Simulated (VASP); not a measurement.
Input of a VASP 6.6.1 run:

INCAR

```
PREC = Accurate ; ENCUT = 520
EDIFF = 1E-6 ; ISMEAR = 1
SIGMA = 0.3 ; LREAL = False
LASPH = True ; NELM = 60
ALGO = Normal ; ISIF = 2
LWAVE = False ; LCHARG = False
GGA = PS ; NBANDS = 32
```

Contents of KPOINTS:

```
Automatic mesh
0
Gamma
  12 12 12
```

Contents of POSCAR:

```
VN2
1.0
   -2.1507500000      2.1507500000      2.4913500000
    2.1507500000     -2.1507500000      2.4913500000
    2.1507500000      2.1507500000     -2.4913500000
V N
2 4
Direct
    0.2500000000      0.2500000000      0.0000000000
    0.7500000000      0.7500000000      0.0000000000
    0.1151000000      0.6151000000      0.7302000000
    0.6151000000      0.8849000000      0.5000000000
    0.8849000000      0.3849000000      0.2698000000
    0.3849000000      0.1151000000      0.5000000000
```

Potentials or basis: VASP PAW PBE potentials, release 64 (V_sv, N).

Command:

```bash
$ cat potpaw_PBE.64/V_sv/POTCAR potpaw_PBE.64/N/POTCAR > POTCAR
$ mpirun -np 1 vasp_std > vasp.out
```

Estimate the largest force.

0.371 eV/Å.

Estimate the band gap on the k mesh.

zero (bands 23 and 24 overlap by 0.36 eV).

Stress tensor (GPa, compression positive):
```
-10.62   0.00   0.00
  0.00 -10.62   0.00
  0.00   0.00 -11.56
```

Caveat: the cell stands under tension; the PAW data sets were made with another functional, which shifts forces and pressure a little; the run has no spin polarisation, though such a crystal can be magnetic. With open d or f shells a metallic result of PBEsol can be an artefact of self-interaction; +U or a hybrid may open a gap.
